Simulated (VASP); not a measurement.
Input of a VASP 6.6.1 run:

INCAR

```
  PREC = Accurate
  ENCUT = 520
  EDIFF = 1E-7
  ISMEAR = 0
  SIGMA = 0.15
  LREAL = False
  LASPH = True
  NELM = 80
  ALGO = Normal
  ISIF = 2
  LWAVE = False
  LCHARG = False
  GGA = PS
  NBANDS = 12
```

The input KPOINTS:

```
regular mesh
0
Gamma
  20 20 20
```

POSCAR

```
Ag
1.0
   -1.7881063200      1.7881063200      1.7881063200
    1.7881063200     -1.7881063200      1.7881063200
    1.7881063200      1.7881063200     -1.7881063200
Ag
1
Direct
    0.0000000000      0.0000000000      0.0000000000
```

Potentials or basis: VASP PAW PBE potentials, release 64 (Ag).

Launch:

```bash
$ cat potpaw_PBE.64/Ag/POTCAR > POTCAR
$ mpirun -np 1 vasp_std > vasp.out
```

(1) What does it give for the pressure?

## Answers

(1) -14.7 GPa.

Caveat: the cell differs from its parent crystal (strain +0.080 along x and y, +0.080 along z); the PAW data sets were made with another functional, which shifts forces and pressure a little.
